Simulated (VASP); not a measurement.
# Al in VASP: further runs

Runs on Al. Level: PBEsol. Tasks: single point.

All numbers are computed with VASP 6.6.1; they aren't measurements. Logs are shortened: lines on timing, memory, paths and dates and some standing lists are left out, and cuts for length are marked.

### Step 1. The cell of the first run

The cell holds a slab with vacuum, 5 atoms: a = 2.839 Å, b = 4.015 Å, c = 21.678 Å, α = 90.00°, β = 90.00°, γ = 90.00°.

### Step 2. Single point, PBEsol

INCAR

```
PREC = Accurate ; ENCUT = 520
EDIFF = 1E-7 ; ISMEAR = -1
SIGMA = 0.1 ; LREAL = False
LASPH = True ; NELM = 100
ALGO = Normal ; ISIF = 2
LWAVE = False ; LCHARG = False
LDIPOL = True ; IDIPOL = 3
DIPOL = 0.5 0.5 0.500 ; GGA = PS
NBANDS = 16
```

KPOINTS

```
regular mesh
0
Gamma
  13 9 1
```

POSCAR

```
Al
1.0
    2.8388187244      0.0000000000      0.0000000000
    0.0000000000      4.0146959412      0.0000000000
    0.0000000000      0.0000000000     21.6776000000
Al
5
Direct
    0.0000000000      0.0000000000      0.3735785802
    0.5000000000      0.5000000000      0.4345880705
    0.0000000000      0.0000000000      0.4999999986
    0.5000000000      0.5000000000      0.5654119312
    0.0000000000      0.0000000000      0.6264214195
```

Potentials or basis: VASP PAW PBE potentials, release 64 (Al).

The run is started by

```
$ cat potpaw_PBE.64/Al/POTCAR > POTCAR
$ mpirun -np 1 vasp_std > vasp.out
```

OUTCAR:

```text
PREC = Accurate
   ENCUT = 520
   EDIFF = 1E-7
   ISMEAR = -1
   LREAL = False
   LASPH = True
   NELM = 100
   ISIF = 2
   GGA = PS

 ion  position               nearest neighbor table
   1  0.000  0.000  0.374-   3 2.74   2 2.79   2 2.79   2 2.79   2 2.79
   2  0.500  0.500  0.435-   1 2.79   1 2.79   1 2.79   1 2.79   4 2.84   3 2.84   3 2.84   3 2.84
                             3 2.84
   3  0.000  0.000  0.500-   1 2.74   5 2.74   2 2.84   2 2.84   2 2.84   2 2.84   4 2.84   4 2.84
                             4 2.84   4 2.84
   4  0.500  0.500  0.565-   5 2.79   5 2.79   5 2.79   5 2.79   2 2.84   3 2.84   3 2.84   3 2.84
                             3 2.84
   5  0.000  0.000  0.626-   3 2.74   4 2.79   4 2.79   4 2.79   4 2.79

  LATTYP: Found a simple orthorhombic cell.
 ALAT       =     2.8388187244
 B/A-ratio  =     1.4142135624
 C/A-ratio  =     7.6361339362

  Lattice vectors:

 A1 = (   2.8388187244,   0.0000000000,   0.0000000000)
 A2 = (   0.0000000000,   4.0146959412,   0.0000000000)
 A3 = (   0.0000000000,   0.0000000000,  21.6776000000)

Analysis of symmetry for initial positions (statically):
=====================================================================
 Subroutine PRICEL returns:
 Original cell was already a primitive cell.

 Routine SETGRP: Setting up the symmetry group for a
 simple orthorhombic supercell.

 Subroutine GETGRP returns: Found  8 space group operations
 (whereof  8 operations were pure point group operations)
 out of a pool of  8 trial point group operations.

The static configuration has the point symmetry D_2h.

Analysis of symmetry for dynamics (positions and initial velocities):
=====================================================================
 Subroutine PRICEL returns:
 Original cell was already a primitive cell.

 Routine SETGRP: Setting up the symmetry group for a
 simple orthorhombic supercell.

 Subroutine GETGRP returns: Found  8 space group operations
 (whereof  8 operations were pure point group operations)
 out of a pool of  8 trial point group operations.

The dynamic configuration has the point symmetry D_2h.

 Subroutine INISYM returns: Found  8 space group operations
 (whereof  8 operations are pure point group operations),
 and found     1 'primitive' translations

----------------------------------------------------------------------------------------

                                     Primitive cell

  volume of cell :     247.0595

  direct lattice vectors                    reciprocal lattice vectors
     2.838818724  0.000000000  0.000000000     0.352259195  0.000000000  0.000000000
     0.000000000  4.014695941  0.000000000     0.000000000  0.249084866  0.000000000
     0.000000000  0.000000000 21.677600000     0.000000000  0.000000000  0.046130568

  length of vectors
     2.838818724  4.014695941 21.677600000     0.352259195  0.249084866  0.046130568

  position of ions in fractional coordinates (direct lattice)
     0.000000000  0.000000000  0.373578580
     0.500000000  0.500000000  0.434588070
     0.000000000  0.000000000  0.499999999
     0.500000000  0.500000000  0.565411931
     0.000000000  0.000000000  0.626421419

  ion indices of the primitive-cell ions
   primitive index   ion index
                 1           1
                 2           2
                 3           3
                 4           4
                 5           5

----------------------------------------------------------------------------------------

 KPOINTS: regular mesh

Automatic generation of k-mesh.
 Grid dimensions read from file:
 generate k-points for:   13    9    1

 Generating k-lattice:

  Cartesian coordinates                     Fractional coordinates (reciprocal lattice)
     0.027096861  0.000000000  0.000000000     0.076923077  0.000000000  0.000000000
     0.000000000  0.027676096  0.000000000     0.000000000  0.111111111  0.000000000
     0.000000000  0.000000000  0.046130568     0.000000000  0.000000000  1.000000000

  Length of vectors
     0.027096861  0.027676096  0.046130568

  Shift w.r.t. Gamma in fractional coordinates (k-lattice)
     0.000000000  0.000000000  0.000000000

 Subroutine IBZKPT returns following result:
 ===========================================

 Found     35 irreducible k-points:

 Following reciprocal coordinates:
            Coordinates               Weight
  0.000000  0.000000  0.000000      1.000000
  0.076923  0.000000  0.000000      2.000000
  0.153846  0.000000  0.000000      2.000000
  0.230769  0.000000  0.000000      2.000000
  0.307692  0.000000  0.000000      2.000000
  0.384615  0.000000  0.000000      2.000000
[... 16 lines left out ...]
  0.076923  0.333333  0.000000      4.000000
  0.153846  0.333333  0.000000      4.000000
 [... further k-points ...]
   k-points           NKPTS =     35   k-points in BZ     NKDIM =     35   number of bands    NBANDS=     16
   number of dos      NEDOS =    301   number of ions     NIONS =      5
   total plane-waves  NPLWV = 116640
   dimension x,y,z NGX =    24 NGY =   30 NGZ =  162
   dimension x,y,z NGXF=    48 NGYF=   60 NGZF=  324
   ions per type =               5
   NGX,Y,Z   is equivalent  to a cutoff of  14.05, 12.42, 12.42 a.u.
   NGXF,Y,Z  is equivalent  to a cutoff of  28.11, 24.85, 24.85 a.u.
 SYSTEM =  unknown system
   PREC   = accura    normal or accurate (medium, high low for compatibility)
   ISTART =      0    job   : 0-new  1-cont  2-samecut
   ICHARG =      2    charge: 1-file 2-atom 10-const
   ISPIN  =      1    spin polarized calculation?
   LNONCOLLINEAR =      F non collinear calculations
   LSORBIT =      F    spin-orbit coupling
   LASPH  =      T    aspherical Exc in radial PAW
   ENCUT  =  520.0 eV  38.22 Ry    6.18 a.u.   5.28  7.46 40.31*2*pi/ulx,y,z
   NELM   =    100;   NELMIN=  2; NELMDL= -5     # of ELM steps
   EDIFF  = 0.1E-06   stopping-criterion for ELM
   LREAL  =      F    real-space projection
   EDIFFG = 0.1E-05   stopping-criterion for IOM
   NSW    =      0    number of steps for IOM
   IBRION =     -1    ionic relax: 0-MD 1-quasi-New 2-CG
   NFREE  =      0    steps in history (QN), initial steepest desc. (CG)
   ISIF   =      2    stress and relaxation
   ISYM   =      2    0-nonsym 1-usesym 2-fastsym
   POTIM  = 0.5000    time-step for ionic-motion
   TEBEG  =    0.0;   TEEND  =   0.0 temperature during run
   PSTRESS=    0.0 pullay stress
   NELECT =      15.0000    total number of electrons
   NUPDOWN=      -1.0000    fix difference up-down
   EMIN   =  10.00;   EMAX   =-10.00  energy-range for DOS
   EFERMI =   0.00;   METHOD = LEGACY
   ISMEAR =    -1;   SIGMA  =   0.10  broadening in eV -4-tet -1-fermi 0-gaus
   EFERMI_NEDOS =   21; number of points for ismear=-14 and -15
   IALGO  =     38    algorithm
   IMIX   =      4    mixing-type and parameters
     AMIX     =   0.40;   BMIX     =  1.00
     AMIX_MAG =   1.60;   BMIX_MAG =  1.00
  volume/ion in A,a.u.               =      49.41       333.45
  Fermi-wavevector in a.u.,A,eV,Ry     =   0.643435  1.215916  5.632931  0.414009
  Thomas-Fermi vector in A             =   1.710434
   LORBIT       =      0    0 simple, 1 ext, 2 COOP (PROOUT), +10 PAW based schemes
   GGA     = PS    functional components
   LHFCALC =     F    Hartree Fock is set to
   AEXX    =    0.0000 exact exchange contribution
   IVDW    =     0    specifies the selected vdW correction
   LEPSILON=     F    determine dielectric tensor
   LRPA    =     F    only Hartree local field effects (RPA)
 non-spin polarized calculation
  energy-cutoff  :      520.00
  volume of cell :      247.06
 maximum number of plane-waves:      6689
 NGX is ok and might be reduce to    24
   NGX = 11   NGY = 15   NGZ = 81

 number of electron      15.0000000 magnetization

 dipolmoment           0.000000      0.000000      0.000000 electrons x Angstroem

 Free energy of the ion-electron system (eV)
  ---------------------------------------------------
  ext. energy  EPLUGINS =         0.00000000
  ---------------------------------------------------
  free energy    TOTEN  =       -18.88724322 eV

  energy without entropy =      -18.82449838  energy(sigma->0) =      -18.85587080

 E-fermi :   0.0660     XC(G=0):  -4.3010

 val. band max:        0.0544182931   @ k =   0.3077   0.2222   0.0000
 cond. band min:       0.1792753323   @ k =   0.2308   0.2222   0.0000
 fundamental gap:      0.1248570391
 Fermi energy:         0.0659577256

 k-point     1 :       0.0000    0.0000    0.0000
  band No.  band energies     occupation
      1     -10.7568      2.00000
      2      -9.0053      2.00000
      3      -6.2553      2.00000
      4      -3.3620      2.00000
      5      -2.5150      2.00000
      6      -1.0502      1.99997
[... 8 lines left out ...]
     15       4.7607      0.00000
     16       5.0019      0.00000

 k-point     2 :       0.0769    0.0000    0.0000
  band No.  band energies     occupation
      1     -10.6485      2.00000
      2      -8.8980      2.00000
      3      -6.1492      2.00000
      4      -3.2589      2.00000
      5      -2.4161      2.00000
      6      -0.9487      1.99992
[... 8 lines left out ...]
     15       4.5184      0.00000
     16       5.0667      0.00000

 k-point     3 :       0.1538    0.0000    0.0000
  band No.  band energies     occupation
      1     -10.3243      2.00000
      2      -8.5766      2.00000
      3      -5.8317      2.00000
      4      -2.9514      2.00000
      5      -2.1191      2.00000
      6      -0.6601      1.99860
[... 8 lines left out ...]
     15       4.3428      0.00000
     16       4.8803      0.00000
[... 362 lines left out ...]
 k-point    23 :       0.0769    0.3333    0.0000
  band No.  band energies     occupation
      1      -9.6413      2.00000
      2      -7.9212      2.00000
      3      -6.6671      2.00000
      4      -5.1661      2.00000
      5      -4.9014      2.00000
      6      -2.3839      2.00000
[... 8 lines left out ...]
     15       5.5551      0.00000
     16       6.0540      0.00000

 k-point    24 :       0.1538    0.3333    0.0000
  band No.  band energies     occupation
      1      -9.3196      2.00000
      2      -7.6024      2.00000
      3      -6.3525      2.00000
      4      -4.8497      2.00000
      5      -4.5893      2.00000
      6      -2.0803      2.00000
[... 8 lines left out ...]
     15       5.3551      0.00000
     16       5.6598      0.00000

 [... further k-points ...]

------------------------ aborting loop because EDIFF is reached ----------------------------------------

 vacuum level on the upper side and lower side of the slab       (xc-potential included)        -0.086        -0.086

  FORCE on cell =-STRESS in cart. coord.  units (eV):
  Direction    XX          YY          ZZ          XY          YZ          ZX
  --------------------------------------------------------------------------------------
  -------------------------------------------------------------------------------------
  Total       -1.2972662     -0.4577835     -0.0116366      0.0000000      0.0000000      0.0000000
  in kB       -8.4127538     -2.9687197     -0.0754633      0.0000000      0.0000000      0.0000000
  external PRESSURE =      -3.8189789 kB  Pullay stress =       0.0000000 kB

 VOLUME and BASIS-vectors are now :
 -----------------------------------------------------------------------------
  energy-cutoff  :      520.00
  volume of cell :      247.06
      direct lattice vectors                 reciprocal lattice vectors
     2.838818724  0.000000000  0.000000000     0.352259195  0.000000000  0.000000000
     0.000000000  4.014695941  0.000000000     0.000000000  0.249084866  0.000000000
     0.000000000  0.000000000 21.677600000     0.000000000  0.000000000  0.046130568

 POSITION                                       TOTAL-FORCE (eV/Angst)
 -----------------------------------------------------------------------------------
      0.00000      0.00000      8.09829         0.000000      0.000000     -0.001520
      1.41941      2.00735      9.42083         0.000000      0.000000      0.005824
      0.00000      0.00000     10.83880         0.000000      0.000000      0.000000
      1.41941      2.00735     12.25677         0.000000      0.000000     -0.005824
      0.00000      0.00000     13.57931         0.000000      0.000000      0.001520
 -----------------------------------------------------------------------------------
    total drift:                                0.000000      0.000000     -0.000001

  FREE ENERGIE OF THE ION-ELECTRON SYSTEM (eV)
  ---------------------------------------------------
  free  energy   TOTEN  =       -18.8872432178 eV

  energy  without entropy=      -18.8244983765  energy(sigma->0) =      -18.85587080

 vacuum level on the upper side and lower side of the slab         3.995         3.995
```

It took 2.5 min on 1 thread of Intel Xeon 6975P-C, shared host; peak memory 0.37 GiB.

What came out:

* Free energy: -18.8872 eV
* Largest force: 0.006 eV/Å

Forces in eV/Å, atoms in the order of the input:
```
Al   0.000  0.000 -0.002
Al   0.000  0.000  0.006
Al   0.000  0.000  0.000
Al   0.000  0.000 -0.006
Al   0.000  0.000  0.002
```

Caveat: the PAW data sets were made with another functional, which shifts forces and pressure a little.

[end of part 1 of 2]
